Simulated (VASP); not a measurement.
A run of VASP 6.6.1 is set up as follows.

File INCAR:

```
SYSTEM = TiRh3
ALGO = Normal ; EDIFF = 1E-8
ENCUT = 520 ; GGA = PS
IBRION = 8 ; ISIF = 2
ISMEAR = -1 ; LASPH = .TRUE.
LCHARG = .FALSE. ; LREAL = .FALSE.
LWAVE = .FALSE. ; NBANDS = 36
NELM = 100 ; NSW = 1
PREC = Accurate ; SIGMA = 0.15
```

KPOINTS

```
k-points
0
G
  12 12 12
  0 0 0
```

Contents of POSCAR:

```
TiRh3
1.0
    3.7373716535      0.0000000000      0.0000000000
    0.0000000000      3.7373716535      0.0000000000
    0.0000000000      0.0000000000      3.7373716535
Ti Rh
1 3
Direct
    0.0000000000      0.0000000000      0.0000000000
    0.0000000000      0.5000000000      0.5000000000
    0.5000000000      0.0000000000      0.5000000000
    0.5000000000      0.5000000000      0.0000000000
```

Potentials or basis: VASP PAW PBE potentials, release 64 (Ti_sv, Rh_pv).

Launch:

```bash
$ cat potpaw_PBE.64/Ti_sv/POTCAR potpaw_PBE.64/Rh_pv/POTCAR > POTCAR
$ mpirun -np 1 vasp_std > vasp.out
```

Question: Predict the highest phonon frequency at Γ.

Answer: 259 cm⁻¹.

Phonon frequencies in cm⁻¹ (negative: imaginary):
```csv
q point,frequencies
"(0.000, 0.000, 0.000)",0 0 0 190 190 190 210 210 210 259 259 259
```

Caveat: the cell stands under pressure or tension, which shifts response properties.
